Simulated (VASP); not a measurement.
MgI2:

```
Mg I
1.0
     0.00000    3.75572    3.68474
     3.75572    0.00000    3.68474
     3.75572    3.75572    0.00000
Mg I
1 2
Direct
  0.00000 0.00000 0.00000
  0.25000 0.25000 0.25000
  0.75000 0.75000 0.75000
```

This cell differs from its parent crystal: uniaxial z strain -1.9%.

Base run:

* Program: VASP 6.6.1
* Functional: r2SCAN
* Potentials or basis: VASP PAW PBE potentials, release 64 (Mg, I)
* Cutoff: 520 eV
* k mesh: 6 × 6 × 6
* Occupations: gaussian, width 0.01 eV
* Spin: no spin polarisation

Its results: band gap on the k mesh 1.21 eV (least direct gap 1.26 eV); pressure 0.5 GPa.

The run is repeated on the same cell with these changes: functional from r2SCAN to PBE; occupations from gaussian, width 0.01 eV to fermi-dirac, width 0.02 eV. What comes out?

Band gap on the k mesh 0.50 eV (least direct gap 0.83 eV); pressure 0.8 GPa.

Caveats: the structure was generated, so it needn't be the stable form of MgI2; spin-orbit coupling is left out, which moves the levels of the heavy elements; the PAW data sets were made with another functional, which shifts forces and pressure a little (at least some runs); semilocal functionals underestimate gaps, and a narrow one can read as zero (at least some runs).

A k mesh can miss the band edges.
